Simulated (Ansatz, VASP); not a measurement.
**One calculation of TaN, two programs**

The input INCAR:

```
PREC = Accurate
ENCUT = 520
EDIFF = 1E-7
ISMEAR = 0
SIGMA = 0.15
LREAL = False
LASPH = True
NELM = 80
ALGO = Normal
ISIF = 2
LWAVE = False
LCHARG = False
GGA = PS
NBANDS = 15
```

File KPOINTS:

```
regular mesh
0
Gamma
  18 18 16
```

POSCAR

```
TaN
1.0
    2.9240351141      0.0000000000      0.0000000000
   -1.4620175570      2.5322886904      0.0000000000
    0.0000000000      0.0000000000      2.8349000000
Ta N
1 1
Direct
    0.3333333333      0.6666666667      0.5000000000
    0.0000000000      0.0000000000      0.0000000000
```

Input for Ansatz:

```yaml
crystal:
  lattice:
    - [2.9240351141, 0.0, 0.0]
    - [-1.462017557, 2.5322886904, 0.0]
    - [0.0, 0.0, 2.8349]
  atoms:
    - { symbol: Ta, position: [0.3333333333, 0.6666666667, 0.5] }
    - { symbol: "N", position: [0.0, 0.0, 0.0] }
basis:
  ecutwfc: 520.0
kpoints:
  mp_grid: { grid: [18, 18, 16] }
hamiltonian:
  xc: pbesol
scf:
  occupations: { method: gaussian, width: 0.15 }
output:
  forces: true
  stress: true
  eigenvalues: true
  write_density: true
  write_potential: true
  elf: true
  volumetric_format: npy
```

Alike in both runs: task single point; functional PBEsol; k mesh 18 × 18 × 16; occupations gaussian, width 0.15 eV; no spin polarisation.

|  | VASP | Ansatz |
| --- | --- | --- |
| version | VASP 6.6.1 | Ansatz 0.2.0 |
| potentials or method | VASP PAW PBE potentials, release 64 (Ta_pv, N), cutoff 520 eV | scalar-relativistic, plane waves, PAW |
| valence electrons in the cell | 16 | 18 |

|  | VASP | Ansatz | Ansatz less VASP |
| --- | --- | --- | --- |
| gap on the k mesh at the Fermi level (eV) | none | none | - |
| pressure (GPa) | 6.0 | 5.1 | -0.91 |
| traceless stress, the component that is largest in VASP (GPa) | 6.19 | 6.04 | -0.157 |

VASP's potentials were made for PBE, not for PBEsol. A gap of «none» marks a metal or a gap that the smearing closes. With one functional, cell and mesh, what is left measures potentials, basis and numerics. VASP's potentials hold 16 valence electrons a cell and Ansatz's 18, so a difference there can come from the potentials and not from the codes.

Spin-orbit coupling is off throughout.
